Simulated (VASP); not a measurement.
# O2 in VASP: single point with PBEsol

Aim: the single point of O2 with PBEsol.

Everything below comes from runs of VASP 6.6.1. Logs are shortened: lines on timing, memory, paths and dates and some standing lists are left out, and cuts for length are marked.

### 1 The cell of the first run

The cell holds a molecule in a box, 2 atoms: a = 9.000 Å, b = 9.500 Å, c = 10.000 Å, α = 90.00°, β = 90.00°, γ = 90.00°.

### 2 Single point, PBEsol, collinear spin, ferromagnetic start

INCAR reads:

```
ALGO = Normal ; EDIFF = 1E-7
ENCUT = 520 ; GGA = PS
ISIF = 2 ; ISMEAR = -1
ISPIN = 2 ; LASPH = True
LCHARG = False ; LORBIT = 11
LREAL = False ; LWAVE = False
MAGMOM = 1 1 ; NBANDS = 17
NELM = 150 ; PREC = Accurate
SIGMA = 0.02
```

KPOINTS reads:

```
k-points
0
Gamma
  1 1 1
```

POSCAR reads:

```
O
1.0
    9.0000000000      0.0000000000      0.0000000000
    0.0000000000      9.5000000000      0.0000000000
    0.0000000000      0.0000000000     10.0000000000
O
2
Direct
    0.5000000000      0.5000000000      0.4394958661
    0.5000000000      0.5000000000      0.5605041339
```

Potentials or basis: VASP PAW PBE potentials, release 64 (O).

The run is started by

```console
cat potpaw_PBE.64/O/POTCAR > POTCAR
mpirun -np 1 vasp_gam > vasp.out
```

OUTCAR:

```text
EDIFF = 1E-7
   ENCUT = 520
   GGA = PS
   ISIF = 2
   ISMEAR = -1
   ISPIN = 2
   LASPH = True
   LORBIT = 11
   LREAL = False
   NELM = 150
   PREC = Accurate

 ion  position               nearest neighbor table
   1  0.500  0.500  0.439-   2 1.21
   2  0.500  0.500  0.561-   1 1.21

  LATTYP: Found a simple orthorhombic cell.
 ALAT       =     9.0000000000
 B/A-ratio  =     1.0555555556
 C/A-ratio  =     1.1111111111

  Lattice vectors:

 A1 = (   9.0000000000,   0.0000000000,   0.0000000000)
 A2 = (   0.0000000000,   9.5000000000,   0.0000000000)
 A3 = (   0.0000000000,   0.0000000000,  10.0000000000)

Analysis of symmetry for initial positions (statically):
=====================================================================
 Subroutine PRICEL returns:
 Original cell was already a primitive cell.

 Routine SETGRP: Setting up the symmetry group for a
 simple orthorhombic supercell.

 Subroutine GETGRP returns: Found  8 space group operations
 (whereof  8 operations were pure point group operations)
 out of a pool of  8 trial point group operations.

The static configuration has the point symmetry D_2h.

Analysis of symmetry for dynamics (positions and initial velocities):
=====================================================================
 Subroutine PRICEL returns:
 Original cell was already a primitive cell.

 Routine SETGRP: Setting up the symmetry group for a
 simple orthorhombic supercell.

 Subroutine GETGRP returns: Found  8 space group operations
 (whereof  8 operations were pure point group operations)
 out of a pool of  8 trial point group operations.

The dynamic configuration has the point symmetry D_2h.

Analysis of structural, dynamic, and magnetic symmetry:
=====================================================================
 Subroutine PRICEL returns:
 Original cell was already a primitive cell.

 Routine SETGRP: Setting up the symmetry group for a
 simple orthorhombic supercell.

 Subroutine GETGRP returns: Found  8 space group operations
 (whereof  8 operations were pure point group operations)
 out of a pool of  8 trial point group operations.

The overall configuration has the point symmetry D_2h.

 Subroutine INISYM returns: Found  8 space group operations
 (whereof  8 operations are pure point group operations),
 and found     1 'primitive' translations

----------------------------------------------------------------------------------------

                                     Primitive cell

  volume of cell :     855.0000

  direct lattice vectors                    reciprocal lattice vectors
     9.000000000  0.000000000  0.000000000     0.111111111  0.000000000  0.000000000
     0.000000000  9.500000000  0.000000000     0.000000000  0.105263158  0.000000000
     0.000000000  0.000000000 10.000000000     0.000000000  0.000000000  0.100000000

  length of vectors
     9.000000000  9.500000000 10.000000000     0.111111111  0.105263158  0.100000000

  position of ions in fractional coordinates (direct lattice)
     0.500000000  0.500000000  0.439495866
     0.500000000  0.500000000  0.560504134

  ion indices of the primitive-cell ions
   primitive index   ion index
                 1           1
                 2           2

----------------------------------------------------------------------------------------

 KPOINTS: k-points

Automatic generation of k-mesh.
 Grid dimensions read from file:
 generate k-points for:    1    1    1

 Generating k-lattice:

  Cartesian coordinates                     Fractional coordinates (reciprocal lattice)
     0.111111111  0.000000000  0.000000000     1.000000000  0.000000000  0.000000000
     0.000000000  0.105263158  0.000000000     0.000000000  1.000000000  0.000000000
     0.000000000  0.000000000  0.100000000     0.000000000  0.000000000  1.000000000

  Length of vectors
     0.111111111  0.105263158  0.100000000

  Shift w.r.t. Gamma in fractional coordinates (k-lattice)
     0.000000000  0.000000000  0.000000000

 Subroutine IBZKPT returns following result:
 ===========================================

 Found      1 irreducible k-points:

 Following reciprocal coordinates:
            Coordinates               Weight
  0.000000  0.000000  0.000000      1.000000
   k-points           NKPTS =      1   k-points in BZ     NKDIM =      1   number of bands    NBANDS=     17
   number of dos      NEDOS =    301   number of ions     NIONS =      2
   total plane-waves  NPLWV = 403200
   dimension x,y,z NGX =    70 NGY =   72 NGZ =   80
   dimension x,y,z NGXF=   140 NGYF=  144 NGZF=  160
   ions per type =               2
   NGX,Y,Z   is equivalent  to a cutoff of  12.93, 12.60, 13.30 a.u.
   NGXF,Y,Z  is equivalent  to a cutoff of  25.86, 25.20, 26.60 a.u.
 SYSTEM =  unknown system
   PREC   = accura    normal or accurate (medium, high low for compatibility)
   ISTART =      0    job   : 0-new  1-cont  2-samecut
   ICHARG =      2    charge: 1-file 2-atom 10-const
   ISPIN  =      2    spin polarized calculation?
   LNONCOLLINEAR =      F non collinear calculations
   LSORBIT =      F    spin-orbit coupling
   LASPH  =      T    aspherical Exc in radial PAW
   ENCUT  =  520.0 eV  38.22 Ry    6.18 a.u.  16.73 17.66 18.59*2*pi/ulx,y,z
   NELM   =    150;   NELMIN=  2; NELMDL= -5     # of ELM steps
   EDIFF  = 0.1E-06   stopping-criterion for ELM
   LREAL  =      F    real-space projection
   EDIFFG = 0.1E-05   stopping-criterion for IOM
   NSW    =      0    number of steps for IOM
   IBRION =     -1    ionic relax: 0-MD 1-quasi-New 2-CG
   NFREE  =      0    steps in history (QN), initial steepest desc. (CG)
   ISIF   =      2    stress and relaxation
   ISYM   =      2    0-nonsym 1-usesym 2-fastsym
   POTIM  = 0.5000    time-step for ionic-motion
   TEBEG  =    0.0;   TEEND  =   0.0 temperature during run
   PSTRESS=    0.0 pullay stress
   NELECT =      12.0000    total number of electrons
   NUPDOWN=      -1.0000    fix difference up-down
   EMIN   =  10.00;   EMAX   =-10.00  energy-range for DOS
   EFERMI =   0.00;   METHOD = LEGACY
   ISMEAR =    -1;   SIGMA  =   0.02  broadening in eV -4-tet -1-fermi 0-gaus
   EFERMI_NEDOS =   21; number of points for ismear=-14 and -15
   IALGO  =     38    algorithm
   IMIX   =      4    mixing-type and parameters
     AMIX     =   0.40;   BMIX     =  1.00
     AMIX_MAG =   1.60;   BMIX_MAG =  1.00
  volume/ion in A,a.u.               =     427.50      2884.91
  Fermi-wavevector in a.u.,A,eV,Ry     =   0.394893  0.746240  2.121703  0.155941
  Thomas-Fermi vector in A             =   1.339966
   LORBIT       =     11    0 simple, 1 ext, 2 COOP (PROOUT), +10 PAW based schemes
   GGA     = PS    functional components
   LHFCALC =     F    Hartree Fock is set to
   AEXX    =    0.0000 exact exchange contribution
   IVDW    =     0    specifies the selected vdW correction
   LEPSILON=     F    determine dielectric tensor
   LRPA    =     F    only Hartree local field effects (RPA)
 spin polarized calculation
  energy-cutoff  :      520.00
  volume of cell :      855.00
 maximum number of plane-waves:     11510
 NGX is ok and might be reduce to    70
   NGX = 33   NGY = 35   NGZ = 37

 number of electron      12.0000002 magnetization       2.0000001

 Free energy of the ion-electron system (eV)
  ---------------------------------------------------
  ext. energy  EPLUGINS =         0.00000000
  ---------------------------------------------------
  free energy    TOTEN  =       -10.26622665 eV

  energy without entropy =      -10.26622665  energy(sigma->0) =      -10.26622665

 E-fermi :  -6.1288     XC(G=0):  -0.6285

 val. band max:       -6.6245891444   @ k =   0.0000   0.0000   0.0000
 cond. band min:      -4.3612065051   @ k =   0.0000   0.0000   0.0000
 fundamental gap:      2.2633826393
 Fermi energy:        -6.1288126628

 spin component 1

 k-point     1 :       0.0000    0.0000    0.0000
  band No.  band energies     occupation
      1     -32.8620      1.00000
      2     -20.2088      1.00000
      3     -13.3757      1.00000
      4     -13.3757      1.00000
      5     -13.3617      1.00000
      6      -6.6246      1.00000
[... 9 lines left out ...]
     16       2.8011      0.00000
     17       2.8891      0.00000
 Fermi energy:        -6.1288126628

 spin component 2

 k-point     1 :       0.0000    0.0000    0.0000
  band No.  band energies     occupation
      1     -31.6139      1.00000
      2     -18.4284      1.00000
      3     -12.3310      1.00000
      4     -11.5387      1.00000
      5     -11.5387      1.00000
      6      -4.3612      0.00000
[... 9 lines left out ...]
     16       2.9702      0.00000
     17       2.9784      0.00000

------------------------ aborting loop because EDIFF is reached ----------------------------------------

  FORCE on cell =-STRESS in cart. coord.  units (eV):
  Direction    XX          YY          ZZ          XY          YZ          ZX
  --------------------------------------------------------------------------------------
  -------------------------------------------------------------------------------------
  Total       -0.0728529     -0.0726410      1.5835724      0.0000000      0.0000000      0.0000000
  in kB       -0.1365185     -0.1361214      2.9674430      0.0000000      0.0000000      0.0000000
  external PRESSURE =       0.8982677 kB  Pullay stress =       0.0000000 kB

 VOLUME and BASIS-vectors are now :
 -----------------------------------------------------------------------------
  energy-cutoff  :      520.00
  volume of cell :      855.00
      direct lattice vectors                 reciprocal lattice vectors
     9.000000000  0.000000000  0.000000000     0.111111111  0.000000000  0.000000000
     0.000000000  9.500000000  0.000000000     0.000000000  0.105263158  0.000000000
     0.000000000  0.000000000 10.000000000     0.000000000  0.000000000  0.100000000

 POSITION                                       TOTAL-FORCE (eV/Angst)
 -----------------------------------------------------------------------------------
      4.50000      4.75000      4.39496         0.000000      0.000000     -1.375180
      4.50000      4.75000      5.60504         0.000000     -0.000000      1.375180
 -----------------------------------------------------------------------------------
    total drift:                                0.000000      0.000000     -0.000000

  FREE ENERGIE OF THE ION-ELECTRON SYSTEM (eV)
  ---------------------------------------------------
  free  energy   TOTEN  =       -10.2662266525 eV

  energy  without entropy=      -10.2662266525  energy(sigma->0) =      -10.26622665

 total charge

# of ion       s       p       d       tot
------------------------------------------
    1        1.609   3.307   0.000   4.917
    2        1.609   3.307   0.000   4.917
--------------------------------------------------
tot          3.218   6.615   0.000   9.833

 magnetization (x)

# of ion       s       p       d       tot
------------------------------------------
    1        0.009   0.797   0.000   0.806
    2        0.009   0.797   0.000   0.806
--------------------------------------------------
tot          0.018   1.594   0.000   1.612
```

Run time: 2 min. Hardware: 1 thread of Intel Xeon Platinum 8259CL at 2.50GHz (Skylake/Cascade Lake), shared host; peak memory 1 GiB.

Results:

```yaml
Free_energy: -10.2662 eV
Largest_force: 1.375 eV/Å
Gap_between_the_frontier_levels: 2.26 eV
Net_moment: 2.00 μB per cell
Site_moments: O +0.81 μB
Valence_electrons_inside_the_program's_atomic_spheres: O 4.92
```

Forces on the atoms (eV/Å):
```
O    0.000  0.000 -1.375
O    0.000  0.000  1.375
```

Levels at points of the mesh, in eV from the valence-band top:
Spin up:
```csv
k point,band 4,band 5,band 6,band 7,band 8,band 9,band 10,band 11
"(0.00, 0.00, 0.00)",-6.75,-6.74,0.00,0.00,6.35,7.57,7.91,7.91
```
Spin down:
| k point | band 3 | band 4 | band 5 | band 6 | band 7 | band 8 |
| --- | --- | --- | --- | --- | --- | --- |
| (0.00, 0.00, 0.00) | -5.71 | -4.91 | -4.91 | 2.26 | 2.26 | 6.46 |

Caveat: the standard files for N, O and F lose accuracy on very short bonds; the PAW data sets were made with another functional, which shifts forces and pressure a little.
